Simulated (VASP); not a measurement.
Input of a VASP 6.6.1 run:

Contents of INCAR:

```
  PREC = Accurate
  ENCUT = 520
  EDIFF = 1E-6
  ISMEAR = 0
  SIGMA = 0.01
  LREAL = F
  LASPH = T
  NELM = 80
  ALGO = Normal
  ISIF = 2
  LWAVE = F
  LCHARG = T
  GGA = PE
  LELF = T
  LVHAR = T
  NBANDS = 24
```

The input KPOINTS:

```
Automatic mesh
0
Gamma
  6 6 6
```

POSCAR

```
KMgF3
1.0
    4.0325305745      0.0000000000      0.0000000000
    0.0000000000      4.0325305745      0.0000000000
    0.0000000000      0.0000000000      4.0325305745
K Mg F
1 1 3
Direct
    0.5000000000      0.5000000000      0.5000000000
    0.0000000000      0.0000000000      0.0000000000
    0.5000000000      0.0000000000      0.0000000000
    0.0000000000      0.5000000000      0.0000000000
    0.0000000000      0.0000000000      0.5000000000
```

Potentials or basis: VASP PAW PBE potentials, release 64 (K_sv, Mg, F).

Run with:

```bash
$ cat potpaw_PBE.64/K_sv/POTCAR potpaw_PBE.64/Mg/POTCAR potpaw_PBE.64/F/POTCAR > POTCAR
$ mpirun -np 1 vasp_std > vasp.out
```

Task: Estimate the pressure.

Result: 0.7 GPa.

Task: Predict the band gap on the k mesh.

Result: 7.04 eV (least direct gap 7.37 eV).

A k mesh can miss the band edges.
